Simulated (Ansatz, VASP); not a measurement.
Si3N4: VASP beside Ansatz

```
Si N
1.0
    -3.22138    3.22138    3.22138
     3.22138   -3.22138    3.22138
     3.22138    3.22138   -3.22138
Si N
6 8
Direct
  0.37500 0.25000 0.62500
  0.62500 0.37500 0.25000
  0.87500 0.12500 0.75000
  0.25000 0.62500 0.37500
  0.75000 0.87500 0.12500
  0.12500 0.75000 0.87500
  0.50000 0.00000 0.06251
  0.56251 0.50000 0.00000
  0.93749 0.93749 0.93749
  0.00000 0.56251 0.50000
  0.43749 0.43749 0.43749
  0.00000 0.06251 0.50000
  0.50000 0.00000 0.56251
  0.06251 0.50000 0.00000
```

Alike in both runs: task single point; functional PBE; k mesh 6 × 6 × 6; occupations fermi-dirac, width 0.02 eV; no spin polarisation.

|  | VASP | Ansatz |
| --- | --- | --- |
| version | VASP 6.6.1 | Ansatz 0.2.0 |
| potentials or method | VASP PAW PBE potentials, release 64 (Si, N) | plane waves, PAW |
| plane-wave cutoff (eV) | 520 | 420 |
| valence electrons in the cell | 64 | 64 |

```tsv
	VASP	Ansatz	Ansatz less VASP
gap on the k mesh at the Fermi level (eV)	4.13	4.14	+0.005
pressure (GPa)	5.7	6.0	+0.30
rms of the force components (eV/Å)	0.019	0.021	+0.0024
```

Atom by atom the forces differ by 0.002 eV/Å (rms over components). With one functional, cell and mesh, what is left measures potentials, basis and numerics.
